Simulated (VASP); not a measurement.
# Mg3BeS (Pm-3m) in VASP: a series of runs, part 2 of 2

VASP 6.6.1.

**3. Single point, PBE**

This run uses another cell than the first one, of 21.97 Å³/atom, 1.269 times its volume.

Input file INCAR:

```
SYSTEM = Mg3BeS
  ALGO = Normal
  EDIFF = 1E-6
  ENCUT = 520
  GGA = PE
  ISIF = 2
  ISMEAR = 0
  LASPH = .TRUE.
  LCHARG = .TRUE.
  LELF = .TRUE.
  LREAL = .FALSE.
  LVHAR = .TRUE.
  LWAVE = .FALSE.
  NBANDS = 15
  NELM = 60
  PREC = Accurate
  SIGMA = 0.1
```

Input file KPOINTS:

```
k-points
0
G
  4 4 4
  0 0 0
```

Input file POSCAR:

```
Mg3BeS
1.0
    4.7891734774      0.0000000000      0.0000000000
    0.0000000000      4.7891734774      0.0000000000
    0.0000000000      0.0000000000      4.7891734774
Mg Be S
3 1 1
Direct
    0.0000000000      0.5000000000      0.5000000000
    0.5000000000      0.0000000000      0.5000000000
    0.5000000000      0.5000000000      0.0000000000
    0.0000000000      0.0000000000      0.0000000000
    0.5000000000      0.5000000000      0.5000000000
```

Potentials or basis: VASP PAW PBE potentials, release 64 (Mg, Be, S).

Command:

```console
> cat potpaw_PBE.64/Mg/POTCAR potpaw_PBE.64/Be/POTCAR potpaw_PBE.64/S/POTCAR > POTCAR
> mpirun -np 1 vasp_std > vasp.out
```

OUTCAR:

```text
SYSTEM = Mg3BeS
   EDIFF = 1E-6
   ENCUT = 520
   GGA = PE
   ISIF = 2
   ISMEAR = 0
   LASPH = .TRUE.
   LREAL = .FALSE.
   NELM = 60
   PREC = Accurate

 ion  position               nearest neighbor table
   1  0.000  0.500  0.500-   5 2.39   5 2.39   2 3.39   3 3.39   2 3.39   2 3.39   3 3.39   3 3.39
                             3 3.39   2 3.39
   2  0.500  0.000  0.500-   5 2.39   5 2.39   1 3.39   3 3.39   1 3.39   3 3.39   3 3.39   3 3.39
                             1 3.39   1 3.39
   3  0.500  0.500  0.000-   5 2.39   5 2.39   1 3.39   1 3.39   2 3.39   2 3.39   2 3.39   2 3.39
                             1 3.39   1 3.39
   4  0.000  0.000  0.000-
   5  0.500  0.500  0.500-   1 2.39   2 2.39   3 2.39   3 2.39   2 2.39   1 2.39

  LATTYP: Found a simple cubic cell.
 ALAT       =     4.7891734774

  Lattice vectors:

 A1 = (   4.7891734774,   0.0000000000,   0.0000000000)
 A2 = (   0.0000000000,   4.7891734774,   0.0000000000)
 A3 = (   0.0000000000,   0.0000000000,   4.7891734774)

Analysis of symmetry for initial positions (statically):
=====================================================================
 Subroutine PRICEL returns:
 Original cell was already a primitive cell.

 Routine SETGRP: Setting up the symmetry group for a
 simple cubic supercell.

 Subroutine GETGRP returns: Found 48 space group operations
 (whereof 48 operations were pure point group operations)
 out of a pool of 48 trial point group operations.

The static configuration has the point symmetry O_h .

Analysis of symmetry for dynamics (positions and initial velocities):
=====================================================================
 Subroutine PRICEL returns:
 Original cell was already a primitive cell.

 Routine SETGRP: Setting up the symmetry group for a
 simple cubic supercell.

 Subroutine GETGRP returns: Found 48 space group operations
 (whereof 48 operations were pure point group operations)
 out of a pool of 48 trial point group operations.

The dynamic configuration has the point symmetry O_h .

 Subroutine INISYM returns: Found 48 space group operations
 (whereof 48 operations are pure point group operations),
 and found     1 'primitive' translations

----------------------------------------------------------------------------------------

                                     Primitive cell

  volume of cell :     109.8454

  direct lattice vectors                    reciprocal lattice vectors
     4.789173477  0.000000000  0.000000000     0.208804297  0.000000000  0.000000000
     0.000000000  4.789173477  0.000000000     0.000000000  0.208804297  0.000000000
     0.000000000  0.000000000  4.789173477     0.000000000  0.000000000  0.208804297

  length of vectors
     4.789173477  4.789173477  4.789173477     0.208804297  0.208804297  0.208804297

  position of ions in fractional coordinates (direct lattice)
     0.000000000  0.500000000  0.500000000
     0.500000000  0.000000000  0.500000000
     0.500000000  0.500000000  0.000000000
     0.000000000  0.000000000  0.000000000
     0.500000000  0.500000000  0.500000000

[... 47 lines left out ...]
   number of dos      NEDOS =    301   number of ions     NIONS =      5
   total plane-waves  NPLWV =  46656
   dimension x,y,z NGX =    36 NGY =   36 NGZ =   36
   dimension x,y,z NGXF=    72 NGYF=   72 NGZF=   72
   ions per type =               3   1   1
   NGX,Y,Z   is equivalent  to a cutoff of  12.50, 12.50, 12.50 a.u.
   NGXF,Y,Z  is equivalent  to a cutoff of  24.99, 24.99, 24.99 a.u.
 SYSTEM =  Mg3BeS
   PREC   = accura    normal or accurate (medium, high low for compatibility)
   ISTART =      0    job   : 0-new  1-cont  2-samecut
   ICHARG =      2    charge: 1-file 2-atom 10-const
   ISPIN  =      1    spin polarized calculation?
   LNONCOLLINEAR =      F non collinear calculations
   LSORBIT =      F    spin-orbit coupling
   LASPH  =      T    aspherical Exc in radial PAW
   ENCUT  =  520.0 eV  38.22 Ry    6.18 a.u.   8.90  8.90  8.90*2*pi/ulx,y,z
   NELM   =     60;   NELMIN=  2; NELMDL= -5     # of ELM steps
   EDIFF  = 0.1E-05   stopping-criterion for ELM
   LREAL  =      F    real-space projection
   EDIFFG = 0.1E-04   stopping-criterion for IOM
   NSW    =      0    number of steps for IOM
   IBRION =     -1    ionic relax: 0-MD 1-quasi-New 2-CG
   NFREE  =      0    steps in history (QN), initial steepest desc. (CG)
   ISIF   =      2    stress and relaxation
   ISYM   =      2    0-nonsym 1-usesym 2-fastsym
   POTIM  = 0.5000    time-step for ionic-motion
   TEBEG  =    0.0;   TEEND  =   0.0 temperature during run
   PSTRESS=    0.0 pullay stress
   NELECT =      14.0000    total number of electrons
   NUPDOWN=      -1.0000    fix difference up-down
   EMIN   =  10.00;   EMAX   =-10.00  energy-range for DOS
   EFERMI =   0.00;   METHOD = LEGACY
   ISMEAR =     0;   SIGMA  =   0.10  broadening in eV -4-tet -1-fermi 0-gaus
   EFERMI_NEDOS =   21; number of points for ismear=-14 and -15
   IALGO  =     38    algorithm
   IMIX   =      4    mixing-type and parameters
     AMIX     =   0.40;   BMIX     =  1.00
     AMIX_MAG =   1.60;   BMIX_MAG =  1.00
  volume/ion in A,a.u.               =      21.97       148.25
  Fermi-wavevector in a.u.,A,eV,Ry     =   0.823867  1.556882  9.235040  0.678756
  Thomas-Fermi vector in A             =   1.935452
   LORBIT       =      0    0 simple, 1 ext, 2 COOP (PROOUT), +10 PAW based schemes
   GGA     = PE    functional components
   LHFCALC =     F    Hartree Fock is set to
   AEXX    =    0.0000 exact exchange contribution
   IVDW    =     0    specifies the selected vdW correction
   LEPSILON=     F    determine dielectric tensor
   LRPA    =     F    only Hartree local field effects (RPA)
 non-spin polarized calculation
 Gauss-broadening in eV      SIGMA  =   0.10
  energy-cutoff  :      520.00
  volume of cell :      109.85
 maximum number of plane-waves:      3016
 NGX is ok and might be reduce to    36
   NGX = 17   NGY = 17   NGZ = 17

 number of electron      14.0000002 magnetization

 Free energy of the ion-electron system (eV)
  ---------------------------------------------------
  ext. energy  EPLUGINS =         0.00000000
  ---------------------------------------------------
  free energy    TOTEN  =       -11.43271439 eV

  energy without entropy =      -11.42471493  energy(sigma->0) =      -11.42871466

 E-fermi :   3.0294     XC(G=0):  -8.4678

 val. band max:        2.8768228236   @ k =   0.5000   0.2500   0.0000
 cond. band min:       3.0606623840   @ k =   0.5000   0.5000   0.2500
 fundamental gap:      0.1838395604
 Fermi energy:         3.0293863006

 k-point     1 :       0.0000    0.0000    0.0000
  band No.  band energies     occupation
      1     -11.9569      2.00000
      2      -2.5377      2.00000
      3      -2.5377      2.00000
      4      -2.5377      2.00000
      5      -1.5354      2.00000
      6       3.2163      0.00822
      7       3.2163      0.00822
      8       4.4436      0.00000
      9       4.4436      0.00000
     10       4.4436      0.00000
     11       6.3282      0.00000
     12       7.2271      0.00000
     13       7.2271      0.00000
     14       7.2271      0.00000
[... 149 lines left out ...]
      2      -3.1833      2.00000
      3      -3.1833      2.00000
      4      -3.1833      2.00000
      5       1.3050      2.00000
      6       1.3365      2.00000
      7       1.3365      2.00000
      8       1.3365      2.00000
      9       5.9940      0.00000
     10       5.9940      0.00000
     11       5.9940      0.00000
     12       8.4932      0.00000
     13       8.9112      0.00000
     14       8.9112      0.00000
     15       9.4022      0.00000

------------------------ aborting loop because EDIFF is reached ----------------------------------------

  FORCE on cell =-STRESS in cart. coord.  units (eV):
  Direction    XX          YY          ZZ          XY          YZ          ZX
  --------------------------------------------------------------------------------------
  -------------------------------------------------------------------------------------
  Total       -0.1993306     -0.1993306     -0.1993306      0.0000000      0.0000000     -0.0000000
  in kB       -2.9073865     -2.9073865     -2.9073865      0.0000000      0.0000000     -0.0000000
  external PRESSURE =      -2.9073865 kB  Pullay stress =       0.0000000 kB

 VOLUME and BASIS-vectors are now :
 -----------------------------------------------------------------------------
  energy-cutoff  :      520.00
  volume of cell :      109.85
      direct lattice vectors                 reciprocal lattice vectors
     4.789173477  0.000000000  0.000000000     0.208804297  0.000000000  0.000000000
     0.000000000  4.789173477  0.000000000     0.000000000  0.208804297  0.000000000
     0.000000000  0.000000000  4.789173477     0.000000000  0.000000000  0.208804297

 POSITION                                       TOTAL-FORCE (eV/Angst)
 -----------------------------------------------------------------------------------
      0.00000      2.39459      2.39459         0.000000      0.000000      0.000000
      2.39459      0.00000      2.39459         0.000000      0.000000      0.000000
      2.39459      2.39459      0.00000         0.000000      0.000000      0.000000
      0.00000      0.00000      0.00000         0.000000      0.000000      0.000000
      2.39459      2.39459      2.39459         0.000000      0.000000      0.000000
 -----------------------------------------------------------------------------------
    total drift:                                0.000000      0.000000      0.000000

  FREE ENERGIE OF THE ION-ELECTRON SYSTEM (eV)
  ---------------------------------------------------
  free  energy   TOTEN  =       -11.4327143932 eV

  energy  without entropy=      -11.4247149253  energy(sigma->0) =      -11.42871466
```

OSZICAR:

```text
N       E                     dE             d eps       ncg     rms          rms(c)
DAV:   1     0.382318412203E+02    0.38232E+02   -0.48974E+03   300   0.719E+02
DAV:   2    -0.755792857795E+01   -0.45790E+02   -0.42439E+02   392   0.111E+02
DAV:   3    -0.120294040041E+02   -0.44715E+01   -0.44316E+01   398   0.355E+01
DAV:   4    -0.120949169025E+02   -0.65513E-01   -0.65486E-01   363   0.532E+00
DAV:   5    -0.120960527571E+02   -0.11359E-02   -0.11358E-02   398   0.737E-01    0.934E+00
DAV:   6    -0.115264649168E+02    0.56959E+00   -0.98080E-01   356   0.431E+00    0.653E+00
DAV:   7    -0.114412170683E+02    0.85248E-01   -0.42075E-01   405   0.291E+00    0.225E+00
DAV:   8    -0.114333154457E+02    0.79016E-02   -0.29501E-02   342   0.900E-01    0.245E-01
DAV:   9    -0.114327556349E+02    0.55981E-03   -0.34088E-03   391   0.363E-01    0.699E-02
DAV:  10    -0.114327188752E+02    0.36760E-04   -0.26136E-04   363   0.929E-02    0.244E-02
DAV:  11    -0.114327148290E+02    0.40462E-05   -0.24983E-05   414   0.297E-02    0.512E-03
DAV:  12    -0.114327143932E+02    0.43582E-06   -0.22695E-06   369   0.882E-03
   1 F= -.11432714E+02 E0= -.11428715E+02  d E =-.799947E-02
```

Run time: 7.8 s. Hardware: 1 thread of Intel Xeon 6975P-C (Granite Rapids), shared host; peak memory 0.21 GiB.

What came out:

```yaml
Free_energy: -11.4327 eV
Pressure: -0.3 GPa
Band_gap_on_the_k_mesh: zero (band 7 reaches 3.62 eV, above the bottom of band 8 at 1.34 eV)
```
